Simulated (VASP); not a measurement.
# MgI2 (P-3m1) in VASP: further runs

Runs on MgI2. Level: PBEsol. Tasks: single point.

All numbers are computed with VASP 6.6.1; they aren't measurements. Logs are shortened: lines on timing, memory, paths and dates and some standing lists are left out, and cuts for length are marked.

## (1) The cell of the first run

It takes space group P-3m1 (No. 164, trigonal). Conventional cell: a = 4.278 Å, b = 4.278 Å, c = 6.759 Å, α = 90.00°, β = 90.00°, γ = 120.00°. Mg (site symmetry -3m) has 6 I at 2.96 Å within 3.9 Å. Within 3.9 Å of I (site symmetry 3m) lie 3 Mg at 2.96 Å.

## (2) Single point, PBEsol (strain +0.030 along x and y, -0.015 along z)

The input, INCAR:

```
SYSTEM = MgI2
ALGO = Normal ; EDIFF = 1E-7
ENCUT = 520 ; GGA = PS
ISIF = 2 ; ISMEAR = 0
LASPH = .TRUE. ; LCHARG = .FALSE.
LREAL = .FALSE. ; LWAVE = .FALSE.
NBANDS = 15 ; NELM = 100
PREC = Accurate ; SIGMA = 0.05
```

The input, KPOINTS:

```
k-points
0
G
  6 6 4
  0 0 0
```

The input, POSCAR:

```
MgI2
1.0
    4.2783111250      0.0000000000      0.0000000000
   -2.1391555625      3.7051261196      0.0000000000
    0.0000000000      0.0000000000      6.7590700000
Mg I
1 2
Direct
    0.0000000000      0.0000000000      0.0000000000
    0.3333333333      0.6666666667      0.7576300000
    0.6666666667      0.3333333333      0.2423700000
```

Potentials or basis: VASP PAW PBE potentials, release 64 (Mg, I).

On the command line:

```console
$ cat potpaw_PBE.64/Mg/POTCAR potpaw_PBE.64/I/POTCAR > POTCAR
$ mpirun -np 1 vasp_std > vasp.out
```

OUTCAR:

```text
SYSTEM = MgI2
   EDIFF = 1E-7
   ENCUT = 520
   GGA = PS
   ISIF = 2
   ISMEAR = 0
   LASPH = .TRUE.
   LREAL = .FALSE.
   NELM = 100
   PREC = Accurate

 ion  position               nearest neighbor table
   1  0.000  0.000  0.000-   2 2.96   3 2.96   3 2.96   2 2.96   3 2.96   2 2.96
   2  0.333  0.667  0.758-   1 2.96   1 2.96   1 2.96
   3  0.667  0.333  0.242-   1 2.96   1 2.96   1 2.96

  LATTYP: Found a hexagonal cell.
 ALAT       =     4.2783111250
 C/A-ratio  =     1.5798453648

  Lattice vectors:

 A1 = (   4.2783111250,   0.0000000000,   0.0000000000)
 A2 = (  -2.1391555625,   3.7051261196,   0.0000000000)
 A3 = (   0.0000000000,   0.0000000000,   6.7590700000)

Analysis of symmetry for initial positions (statically):
=====================================================================
 Subroutine PRICEL returns:
 Original cell was already a primitive cell.

 Routine SETGRP: Setting up the symmetry group for a
 hexagonal supercell.

 Subroutine GETGRP returns: Found 12 space group operations
 (whereof 12 operations were pure point group operations)
 out of a pool of 24 trial point group operations.

The static configuration has the point symmetry D_3d.

Analysis of symmetry for dynamics (positions and initial velocities):
=====================================================================
 Subroutine PRICEL returns:
 Original cell was already a primitive cell.

 Routine SETGRP: Setting up the symmetry group for a
 hexagonal supercell.

 Subroutine GETGRP returns: Found 12 space group operations
 (whereof 12 operations were pure point group operations)
 out of a pool of 24 trial point group operations.

The dynamic configuration has the point symmetry D_3d.

 Subroutine INISYM returns: Found 12 space group operations
 (whereof 12 operations are pure point group operations),
 and found     1 'primitive' translations

----------------------------------------------------------------------------------------

                                     Primitive cell

  volume of cell :     107.1426

  direct lattice vectors                    reciprocal lattice vectors
     4.278311125  0.000000000  0.000000000     0.233737092  0.134948173  0.000000000
    -2.139155563  3.705126120  0.000000000     0.000000000  0.269896346  0.000000000
     0.000000000  0.000000000  6.759070000     0.000000000  0.000000000  0.147949348

  length of vectors
     4.278311125  4.278311125  6.759070000     0.269896346  0.269896346  0.147949348

  position of ions in fractional coordinates (direct lattice)
     0.000000000  0.000000000  0.000000000
     0.333333333  0.666666667  0.757630000
     0.666666667  0.333333333  0.242370000

  ion indices of the primitive-cell ions
   primitive index   ion index
                 1           1
                 2           2
                 3           3

----------------------------------------------------------------------------------------

 KPOINTS: k-points

Automatic generation of k-mesh.
 Grid dimensions read from file:
 generate k-points for:    6    6    4

 Generating k-lattice:

  Cartesian coordinates                     Fractional coordinates (reciprocal lattice)
     0.038956182  0.022491362  0.000000000     0.166666667  0.000000000  0.000000000
     0.000000000  0.044982724  0.000000000     0.000000000  0.166666667  0.000000000
     0.000000000  0.000000000  0.036987337     0.000000000  0.000000000  0.250000000

  Length of vectors
     0.044982724  0.044982724  0.036987337

  Shift w.r.t. Gamma in fractional coordinates (k-lattice)
     0.000000000  0.000000000  0.000000000

 Subroutine IBZKPT returns following result:
 ===========================================

 Found     24 irreducible k-points:

 Following reciprocal coordinates:
            Coordinates               Weight
  0.000000  0.000000  0.000000      1.000000
  0.166667  0.000000  0.000000      6.000000
  0.333333  0.000000  0.000000      6.000000
  0.500000  0.000000  0.000000      3.000000
  0.166667  0.166667  0.000000      6.000000
  0.333333  0.166667  0.000000     12.000000
[... 16 lines left out ...]
  0.333333  0.166667  0.500000     12.000000
  0.333333  0.333333  0.500000      2.000000
   k-points           NKPTS =     24   k-points in BZ     NKDIM =     24   number of bands    NBANDS=     15
   number of dos      NEDOS =    301   number of ions     NIONS =      3
   total plane-waves  NPLWV =  51200
   dimension x,y,z NGX =    32 NGY =   32 NGZ =   50
   dimension x,y,z NGXF=    64 NGYF=   64 NGZF=  100
   ions per type =               1   2
   NGX,Y,Z   is equivalent  to a cutoff of  12.43, 12.43, 12.30 a.u.
   NGXF,Y,Z  is equivalent  to a cutoff of  24.87, 24.87, 24.60 a.u.
 SYSTEM =  MgI2
   PREC   = accura    normal or accurate (medium, high low for compatibility)
   ISTART =      0    job   : 0-new  1-cont  2-samecut
   ICHARG =      2    charge: 1-file 2-atom 10-const
   ISPIN  =      1    spin polarized calculation?
   LNONCOLLINEAR =      F non collinear calculations
   LSORBIT =      F    spin-orbit coupling
   LASPH  =      T    aspherical Exc in radial PAW
   ENCUT  =  520.0 eV  38.22 Ry    6.18 a.u.   7.95  7.95 12.57*2*pi/ulx,y,z
   NELM   =    100;   NELMIN=  2; NELMDL= -5     # of ELM steps
   EDIFF  = 0.1E-06   stopping-criterion for ELM
   LREAL  =      F    real-space projection
   EDIFFG = 0.1E-05   stopping-criterion for IOM
   NSW    =      0    number of steps for IOM
   IBRION =     -1    ionic relax: 0-MD 1-quasi-New 2-CG
   NFREE  =      0    steps in history (QN), initial steepest desc. (CG)
   ISIF   =      2    stress and relaxation
   ISYM   =      2    0-nonsym 1-usesym 2-fastsym
   POTIM  = 0.5000    time-step for ionic-motion
   TEBEG  =    0.0;   TEEND  =   0.0 temperature during run
   PSTRESS=    0.0 pullay stress
   NELECT =      16.0000    total number of electrons
   NUPDOWN=      -1.0000    fix difference up-down
   EMIN   =  10.00;   EMAX   =-10.00  energy-range for DOS
   EFERMI =   0.00;   METHOD = LEGACY
   ISMEAR =     0;   SIGMA  =   0.05  broadening in eV -4-tet -1-fermi 0-gaus
   EFERMI_NEDOS =   21; number of points for ismear=-14 and -15
   IALGO  =     38    algorithm
   IMIX   =      4    mixing-type and parameters
     AMIX     =   0.40;   BMIX     =  1.00
     AMIX_MAG =   1.60;   BMIX_MAG =  1.00
  volume/ion in A,a.u.               =      35.71       241.01
  Fermi-wavevector in a.u.,A,eV,Ry     =   0.868548  1.641319 10.263915  0.754376
  Thomas-Fermi vector in A             =   1.987243
   LORBIT       =      0    0 simple, 1 ext, 2 COOP (PROOUT), +10 PAW based schemes
   GGA     = PS    functional components
   LHFCALC =     F    Hartree Fock is set to
   AEXX    =    0.0000 exact exchange contribution
   IVDW    =     0    specifies the selected vdW correction
   LEPSILON=     F    determine dielectric tensor
   LRPA    =     F    only Hartree local field effects (RPA)
 non-spin polarized calculation
 Gauss-broadening in eV      SIGMA  =   0.05
  energy-cutoff  :      520.00
  volume of cell :      107.14
 maximum number of plane-waves:      2916
   NGX = 15   NGY = 15   NGZ = 25

 number of electron      16.0000000 magnetization

 Free energy of the ion-electron system (eV)
  ---------------------------------------------------
  ext. energy  EPLUGINS =         0.00000000
  ---------------------------------------------------
  free energy    TOTEN  =        -8.37581918 eV

  energy without entropy =       -8.37581918  energy(sigma->0) =       -8.37581918

 E-fermi :   2.2424     XC(G=0):  -8.1982

 val. band max:        2.0183855925   @ k =   0.0000   0.0000   0.0000
 cond. band min:       5.1449651128   @ k =   0.0000   0.0000   0.0000
 fundamental gap:      3.1265795203
 Fermi energy:         2.2423625558

 k-point     1 :       0.0000    0.0000    0.0000
  band No.  band energies     occupation
      1     -10.0983      2.00000
      2      -9.3883      2.00000
      3      -1.4838      2.00000
      4       1.2509      2.00000
      5       1.2509      2.00000
      6       1.6546      2.00000
      7       1.6546      2.00000
      8       2.0184      2.00000
      9       5.1450      0.00000
     10       6.3044      0.00000
     11       8.2527      0.00000
     12       8.2527      0.00000
     13       9.5187      0.00000
     14       9.8244      0.00000
     15       9.8244      0.00000

 k-point     2 :       0.1667    0.0000    0.0000
  band No.  band energies     occupation
      1      -9.9766      2.00000
      2      -9.3393      2.00000
      3      -1.3115      2.00000
      4       0.3719      2.00000
      5       0.9082      2.00000
      6       0.9611      2.00000
      7       1.6355      2.00000
      8       1.8891      2.00000
      9       6.0277      0.00000
     10       6.9659      0.00000
     11       7.7631      0.00000
     12       8.6059      0.00000
     13       8.9642      0.00000
     14       9.7018      0.00000
     15      10.1535      0.00000

 k-point     3 :       0.3333    0.0000    0.0000
  band No.  band energies     occupation
      1      -9.6868      2.00000
      2      -9.2638      2.00000
      3      -1.2080      2.00000
      4      -0.6103      2.00000
      5       0.0360      2.00000
      6       0.5547      2.00000
      7       1.4612      2.00000
      8       1.4816      2.00000
      9       5.7044      0.00000
     10       7.1397      0.00000
     11       7.7864      0.00000
     12       8.7273      0.00000
     13       9.3896      0.00000
     14      10.1570      0.00000
     15      10.8437      0.00000
[... 343 lines left out ...]
 k-point    23 :       0.3333    0.1667    0.5000
  band No.  band energies     occupation
      1      -9.4308      2.00000
      2      -9.3238      2.00000
      3      -1.4608      2.00000
      4      -0.9843      2.00000
      5      -0.0738      2.00000
      6       0.3783      2.00000
      7       1.2690      2.00000
      8       1.3858      2.00000
      9       5.9839      0.00000
     10       7.4491      0.00000
     11       8.1277      0.00000
     12       8.5891      0.00000
     13       8.8387      0.00000
     14      10.0692      0.00000
     15      10.7216      0.00000

 k-point    24 :       0.3333    0.3333    0.5000
  band No.  band energies     occupation
      1      -9.3237      2.00000
      2      -9.3237      2.00000
      3      -1.2166      2.00000
      4      -0.8317      2.00000
      5      -0.8317      2.00000
      6      -0.2182      2.00000
      7       1.4429      2.00000
      8       1.4429      2.00000
      9       6.5624      0.00000
     10       7.6752      0.00000
     11       7.6752      0.00000
     12       9.2770      0.00000
     13       9.6658      0.00000
     14      10.1560      0.00000
     15      10.3034      0.00000

------------------------ aborting loop because EDIFF is reached ----------------------------------------

  FORCE on cell =-STRESS in cart. coord.  units (eV):
  Direction    XX          YY          ZZ          XY          YZ          ZX
  --------------------------------------------------------------------------------------
  -------------------------------------------------------------------------------------
  Total       -1.2984373     -1.2984373     -0.2664589      0.0000000     -0.0000000      0.0000000
  in kB      -19.4164251    -19.4164251     -3.9845430      0.0000000     -0.0000000      0.0000000
  external PRESSURE =     -14.2724644 kB  Pullay stress =       0.0000000 kB

 VOLUME and BASIS-vectors are now :
 -----------------------------------------------------------------------------
  energy-cutoff  :      520.00
  volume of cell :      107.14
      direct lattice vectors                 reciprocal lattice vectors
     4.278311125  0.000000000  0.000000000     0.233737092  0.134948173  0.000000000
    -2.139155563  3.705126120  0.000000000     0.000000000  0.269896346  0.000000000
     0.000000000  0.000000000  6.759070000     0.000000000  0.000000000  0.147949348

 POSITION                                       TOTAL-FORCE (eV/Angst)
 -----------------------------------------------------------------------------------
      0.00000      0.00000      0.00000         0.000000      0.000000      0.000000
     -0.00000      2.47008      5.12087         0.000000     -0.000000      0.132872
      2.13916      1.23504      1.63820        -0.000000      0.000000     -0.132872
 -----------------------------------------------------------------------------------
    total drift:                               -0.000000      0.000000     -0.000000

  FREE ENERGIE OF THE ION-ELECTRON SYSTEM (eV)
  ---------------------------------------------------
  free  energy   TOTEN  =        -8.3758191823 eV

  energy  without entropy=       -8.3758191823  energy(sigma->0) =       -8.37581918
```

It took 23 s on 1 thread of AMD EPYC 9R14 (Zen 4), shared host; peak memory 0.19 GiB.

What came out:

| Quantity | Value |
| --- | --- |
| Free energy | -8.3758 eV |
| Pressure | -1.4 GPa |
| Largest force | 0.133 eV/Å |
| Band gap on the k mesh | 3.13 eV, direct |

Forces in eV/Å, atoms in the order of the input:
```
Mg   0.000  0.000  0.000
I    0.000  0.000  0.133
I    0.000  0.000 -0.133
```

Caveat: the cell differs from its parent crystal (strain +0.030 along x and y, -0.015 along z); the PAW data sets were made with another functional, which shifts forces and pressure a little; spin-orbit coupling is left out, which moves the levels of the heavy elements; this functional lacks dispersion, which binds the layers, so the pressure and a relaxed spacing across them are unreliable. A k mesh can miss the band edges.

(Part 1 of 2 ends here.)
